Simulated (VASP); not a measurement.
# Mg3Te2O (P4mm) in VASP: a series of runs

The runs below take Mg3Te2O through single point, relaxation of cell and atoms, with PBE.

All numbers are computed with VASP 6.6.1; they aren't measurements. Logs are shortened: lines on timing, memory, paths and dates and some standing lists are left out, and cuts for length are marked.

### 1 The cell of the first run

Symmetry: P4mm, No. 99, tetragonal system. The conventional cell has a = 4.139 Å, b = 4.139 Å, c = 7.733 Å, α = 90.00°, β = 90.00°, γ = 90.00°. Within 3.0 Å of Mg (site symmetry 2mm) lie 6 Mg at 2.23 to 2.93 Å and 2 O at 2.51 Å. Mg (site symmetry 4mm) has 4 Mg at 2.23 Å and 4 O at 2.98 Å within 3.0 Å. Within 3.9 Å of Te (site symmetry 2mm) lie 4 Te at 2.93 Å and 1 Mg at 3.31 Å and 2 O at 3.65 Å. Within 3.3 Å of O (site symmetry 4mm) lie 8 Mg at 2.51 to 2.98 Å.

The cell was built from a structure type or drawn by symmetry, and may not be a known phase.

### 2 Single point, PBE

Contents of INCAR:

```
PREC = Accurate ; ENCUT = 520
EDIFF = 1E-6 ; ISMEAR = 0
SIGMA = 0.1 ; LREAL = F
LASPH = T ; NELM = 80
ALGO = Normal ; ISIF = 2
LWAVE = F ; LCHARG = F
GGA = PE ; NBANDS = 21
```

Contents of KPOINTS:

```
regular mesh
0
Gamma
  4 4 2
```

Contents of POSCAR:

```
Mg3Te2O
1.0
    4.1390239300      0.0000000000      0.0000000000
    0.0000000000      4.1390239300      0.0000000000
    0.0000000000      0.0000000000      7.7328780500
Mg Te O
3 2 1
Direct
    0.5000000000      0.0000000000      0.6094262900
    0.0000000000      0.5000000000      0.6094262900
    0.5000000000      0.5000000000      0.5016446300
    0.5000000000      0.0000000000      0.0373811400
    0.0000000000      0.5000000000      0.0373811400
    0.0000000000      0.0000000000      0.4266783500
```

Potentials or basis: VASP PAW PBE potentials, release 64 (Mg, Te, O).

Started as:

```
cat potpaw_PBE.64/Mg/POTCAR potpaw_PBE.64/Te/POTCAR potpaw_PBE.64/O/POTCAR > POTCAR
mpirun -np 1 vasp_std > vasp.out
```

OUTCAR:

```text
PREC = Accurate
   ENCUT = 520
   EDIFF = 1E-6
   ISMEAR = 0
   LREAL = F
   LASPH = T
   NELM = 80
   ISIF = 2
   GGA = PE

 ion  position               nearest neighbor table
   1  0.500  0.000  0.609-   3 2.23   3 2.23   6 2.51   6 2.51   2 2.93   2 2.93   2 2.93   2 2.93
                             4 3.31
   2  0.000  0.500  0.609-   3 2.23   3 2.23   6 2.51   6 2.51   1 2.93   1 2.93   1 2.93   1 2.93
                             5 3.31
   3  0.500  0.500  0.502-   1 2.23   2 2.23   1 2.23   2 2.23
   4  0.500  0.000  0.037-   5 2.93   5 2.93   5 2.93   5 2.93   1 3.31
   5  0.000  0.500  0.037-   4 2.93   4 2.93   4 2.93   4 2.93   2 3.31
   6  0.000  0.000  0.427-   1 2.51   2 2.51   2 2.51   1 2.51

  LATTYP: Found a simple tetragonal cell.
 ALAT       =     4.1390239300
 C/A-ratio  =     1.8682854172

  Lattice vectors:

 A1 = (   4.1390239300,   0.0000000000,   0.0000000000)
 A2 = (   0.0000000000,   4.1390239300,   0.0000000000)
 A3 = (   0.0000000000,   0.0000000000,   7.7328780500)

Analysis of symmetry for initial positions (statically):
=====================================================================
 Subroutine PRICEL returns:
 Original cell was already a primitive cell.

 Routine SETGRP: Setting up the symmetry group for a
 simple tetragonal supercell.

 Subroutine GETGRP returns: Found  8 space group operations
 (whereof  8 operations were pure point group operations)
 out of a pool of 16 trial point group operations.

The static configuration has the point symmetry C_4v.

Analysis of symmetry for dynamics (positions and initial velocities):
=====================================================================
 Subroutine PRICEL returns:
 Original cell was already a primitive cell.

 Routine SETGRP: Setting up the symmetry group for a
 simple tetragonal supercell.

 Subroutine GETGRP returns: Found  8 space group operations
 (whereof  8 operations were pure point group operations)
 out of a pool of 16 trial point group operations.

The dynamic configuration has the point symmetry C_4v.

 Subroutine INISYM returns: Found  8 space group operations
 (whereof  8 operations are pure point group operations),
 and found     1 'primitive' translations

----------------------------------------------------------------------------------------

                                     Primitive cell

  volume of cell :     132.4759

  direct lattice vectors                    reciprocal lattice vectors
     4.139023930  0.000000000  0.000000000     0.241602855  0.000000000  0.000000000
     0.000000000  4.139023930  0.000000000     0.000000000  0.241602855  0.000000000
     0.000000000  0.000000000  7.732878050     0.000000000  0.000000000  0.129317958

  length of vectors
     4.139023930  4.139023930  7.732878050     0.241602855  0.241602855  0.129317958

  position of ions in fractional coordinates (direct lattice)
     0.500000000  0.000000000  0.609426290
     0.000000000  0.500000000  0.609426290
     0.500000000  0.500000000  0.501644630
     0.500000000  0.000000000  0.037381140
     0.000000000  0.500000000  0.037381140
     0.000000000  0.000000000  0.426678350

  ion indices of the primitive-cell ions
   primitive index   ion index
                 1           1
                 2           2
                 3           3
                 4           4
                 5           5
                 6           6

----------------------------------------------------------------------------------------

 KPOINTS: regular mesh

Automatic generation of k-mesh.
 Grid dimensions read from file:
 generate k-points for:    4    4    2

 Generating k-lattice:

  Cartesian coordinates                     Fractional coordinates (reciprocal lattice)
     0.060400714  0.000000000  0.000000000     0.250000000  0.000000000  0.000000000
     0.000000000  0.060400714  0.000000000     0.000000000  0.250000000  0.000000000
     0.000000000  0.000000000  0.064658979     0.000000000  0.000000000  0.500000000

  Length of vectors
     0.060400714  0.060400714  0.064658979

  Shift w.r.t. Gamma in fractional coordinates (k-lattice)
     0.000000000  0.000000000  0.000000000

 Subroutine IBZKPT returns following result:
 ===========================================

 Found     12 irreducible k-points:

 Following reciprocal coordinates:
            Coordinates               Weight
  0.000000  0.000000  0.000000      1.000000
  0.250000  0.000000  0.000000      4.000000
  0.500000  0.000000  0.000000      2.000000
  0.250000  0.250000  0.000000      4.000000
  0.500000  0.250000  0.000000      4.000000
  0.500000  0.500000  0.000000      1.000000
  0.000000  0.000000  0.500000      1.000000
  0.250000  0.000000  0.500000      4.000000
  0.500000  0.000000  0.500000      2.000000
  0.250000  0.250000  0.500000      4.000000
  0.500000  0.250000  0.500000      4.000000
  0.500000  0.500000  0.500000      1.000000
   k-points           NKPTS =     12   k-points in BZ     NKDIM =     12   number of bands    NBANDS=     21
   number of dos      NEDOS =    301   number of ions     NIONS =      6
   total plane-waves  NPLWV =  61440
   dimension x,y,z NGX =    32 NGY =   32 NGZ =   60
   dimension x,y,z NGXF=    64 NGYF=   64 NGZF=  120
   ions per type =               3   2   1
   NGX,Y,Z   is equivalent  to a cutoff of  12.85, 12.85, 12.90 a.u.
   NGXF,Y,Z  is equivalent  to a cutoff of  25.71, 25.71, 25.80 a.u.
 SYSTEM =  unknown system
   PREC   = accura    normal or accurate (medium, high low for compatibility)
   ISTART =      0    job   : 0-new  1-cont  2-samecut
   ICHARG =      2    charge: 1-file 2-atom 10-const
   ISPIN  =      1    spin polarized calculation?
   LNONCOLLINEAR =      F non collinear calculations
   LSORBIT =      F    spin-orbit coupling
   LASPH  =      T    aspherical Exc in radial PAW
   ENCUT  =  520.0 eV  38.22 Ry    6.18 a.u.   7.70  7.70 14.38*2*pi/ulx,y,z
   NELM   =     80;   NELMIN=  2; NELMDL= -5     # of ELM steps
   EDIFF  = 0.1E-05   stopping-criterion for ELM
   LREAL  =      F    real-space projection
   EDIFFG = 0.1E-04   stopping-criterion for IOM
   NSW    =      0    number of steps for IOM
   IBRION =     -1    ionic relax: 0-MD 1-quasi-New 2-CG
   NFREE  =      0    steps in history (QN), initial steepest desc. (CG)
   ISIF   =      2    stress and relaxation
   ISYM   =      2    0-nonsym 1-usesym 2-fastsym
   POTIM  = 0.5000    time-step for ionic-motion
   TEBEG  =    0.0;   TEEND  =   0.0 temperature during run
   PSTRESS=    0.0 pullay stress
   NELECT =      24.0000    total number of electrons
   NUPDOWN=      -1.0000    fix difference up-down
   EMIN   =  10.00;   EMAX   =-10.00  energy-range for DOS
   EFERMI =   0.00;   METHOD = LEGACY
   ISMEAR =     0;   SIGMA  =   0.10  broadening in eV -4-tet -1-fermi 0-gaus
   EFERMI_NEDOS =   21; number of points for ismear=-14 and -15
   IALGO  =     38    algorithm
   IMIX   =      4    mixing-type and parameters
     AMIX     =   0.40;   BMIX     =  1.00
     AMIX_MAG =   1.60;   BMIX_MAG =  1.00
  volume/ion in A,a.u.               =      22.08       149.00
  Fermi-wavevector in a.u.,A,eV,Ry     =   0.926331  1.750512 11.675013  0.858089
  Thomas-Fermi vector in A             =   2.052282
   LORBIT       =      0    0 simple, 1 ext, 2 COOP (PROOUT), +10 PAW based schemes
   GGA     = PE    functional components
   LHFCALC =     F    Hartree Fock is set to
   AEXX    =    0.0000 exact exchange contribution
   IVDW    =     0    specifies the selected vdW correction
   LEPSILON=     F    determine dielectric tensor
   LRPA    =     F    only Hartree local field effects (RPA)
 non-spin polarized calculation
 Gauss-broadening in eV      SIGMA  =   0.10
  energy-cutoff  :      520.00
  volume of cell :      132.48
 maximum number of plane-waves:      3600
 NGX is ok and might be reduce to    32
   NGX = 15   NGY = 15   NGZ = 29

 number of electron      24.0000003 magnetization

 Free energy of the ion-electron system (eV)
  ---------------------------------------------------
  ext. energy  EPLUGINS =         0.00000000
  ---------------------------------------------------
  free energy    TOTEN  =       -11.79650640 eV

  energy without entropy =      -11.76923357  energy(sigma->0) =      -11.78286998

 E-fermi :   5.0363     XC(G=0):  -9.1201

 val. band max:        5.0362045015   @ k =   0.5000   0.2500   0.5000
 cond. band min:       5.0850965895   @ k =   0.2500   0.2500   0.5000
 fundamental gap:      0.0488920880
 Fermi energy:         5.0363011586

 k-point     1 :       0.0000    0.0000    0.0000
  band No.  band energies     occupation
      1     -12.3750      2.00000
      2      -8.9608      2.00000
      3      -3.1007      2.00000
      4      -1.3969      2.00000
      5       0.4917      2.00000
      6       0.5934      2.00000
[... 13 lines left out ...]
     20      10.4847      0.00000
     21      10.4891      0.00000

 k-point     2 :       0.2500    0.0000    0.0000
  band No.  band energies     occupation
      1     -12.3477      2.00000
      2      -8.4518      2.00000
      3      -4.7354      2.00000
      4      -1.0971      2.00000
      5       0.3191      2.00000
      6       1.1945      2.00000
[... 13 lines left out ...]
     20       9.8634      0.00000
     21      10.1474      0.00000

 k-point     3 :       0.5000    0.0000    0.0000
  band No.  band energies     occupation
      1     -12.3201      2.00000
      2      -6.9774      2.00000
      3      -6.9532      2.00000
      4      -0.8513      2.00000
      5       0.6510      2.00000
      6       1.4733      2.00000
[... 13 lines left out ...]
     20      10.8745      0.00000
     21      11.2683      0.00000
[... 169 lines left out ...]
 k-point    11 :       0.5000    0.2500    0.5000
  band No.  band energies     occupation
      1     -12.2989      2.00000
      2      -6.6301      2.00000
      3      -6.6187      2.00000
      4      -0.5801      2.00000
      5      -0.0543      2.00000
      6      -0.0431      2.00000
[... 13 lines left out ...]
     20       9.9173      0.00000
     21      11.0770      0.00000

 k-point    12 :       0.5000    0.5000    0.5000
  band No.  band energies     occupation
      1     -12.2779      2.00000
      2      -6.1731      2.00000
      3      -6.1731      2.00000
      4      -1.5929      2.00000
      5      -1.5279      2.00000
      6       0.2605      2.00000
[... 13 lines left out ...]
     20      10.5083      0.00000
     21      10.5481      0.00000

------------------------ aborting loop because EDIFF is reached ----------------------------------------

  FORCE on cell =-STRESS in cart. coord.  units (eV):
  Direction    XX          YY          ZZ          XY          YZ          ZX
  --------------------------------------------------------------------------------------
  -------------------------------------------------------------------------------------
  Total       17.4388915     17.4388915     -0.9321380      0.0000000      0.0000000      0.0000000
  in kB      210.9076936    210.9076936    -11.2733705      0.0000000      0.0000000      0.0000000
  external PRESSURE =     136.8473389 kB  Pullay stress =       0.0000000 kB

 VOLUME and BASIS-vectors are now :
 -----------------------------------------------------------------------------
  energy-cutoff  :      520.00
  volume of cell :      132.48
      direct lattice vectors                 reciprocal lattice vectors
     4.139023930  0.000000000  0.000000000     0.241602855  0.000000000  0.000000000
     0.000000000  4.139023930  0.000000000     0.000000000  0.241602855  0.000000000
     0.000000000  0.000000000  7.732878050     0.000000000  0.000000000  0.129317958

 POSITION                                       TOTAL-FORCE (eV/Angst)
 -----------------------------------------------------------------------------------
      2.06951      0.00000      4.71262         0.000000     -0.000000      2.452759
      0.00000      2.06951      4.71262        -0.000000      0.000000      2.452759
      2.06951      2.06951      3.87916         0.000000     -0.000000     -6.762092
      2.06951      0.00000      0.28906        -0.000000      0.000000     -0.402993
      0.00000      2.06951      0.28906         0.000000      0.000000     -0.402993
      0.00000      0.00000      3.29945         0.000000      0.000000      2.662560
 -----------------------------------------------------------------------------------
    total drift:                                0.000000      0.000000     -0.000479

  FREE ENERGIE OF THE ION-ELECTRON SYSTEM (eV)
  ---------------------------------------------------
  free  energy   TOTEN  =       -11.7965063957 eV

  energy  without entropy=      -11.7692335719  energy(sigma->0) =      -11.78286998
```

Run time: 34 s. Hardware: 1 thread of AMD EPYC 9R45 (Zen 5), shared host; peak memory 0.22 GiB.

Results:

```yaml
Free_energy: -11.7965 eV
Pressure: 13.7 GPa
Largest_force: 6.762 eV/Å
Band_gap_on_the_k_mesh: zero (bands 12 and 13 overlap by 1.68 eV)
```

Forces on the atoms (eV/Å):
```
Mg   0.000  0.000  2.453
Mg   0.000  0.000  2.453
Mg   0.000  0.000 -6.762
Te   0.000  0.000 -0.403
Te   0.000  0.000 -0.403
O    0.000  0.000  2.663
```

Stress tensor (GPa, compression positive):
```
21.09  0.00  0.00
 0.00 21.09  0.00
 0.00  0.00 -1.13
```

Caveat: the k points lie up to 0.41 Å⁻¹ apart, too coarse for converged energies and pressures of a metal; spin-orbit coupling is left out, which moves the levels of the heavy elements; forces of over 1 eV/Å act on the atoms, so gaps and moduli don't describe the material at rest.

(Continued in part 2 of 3.)
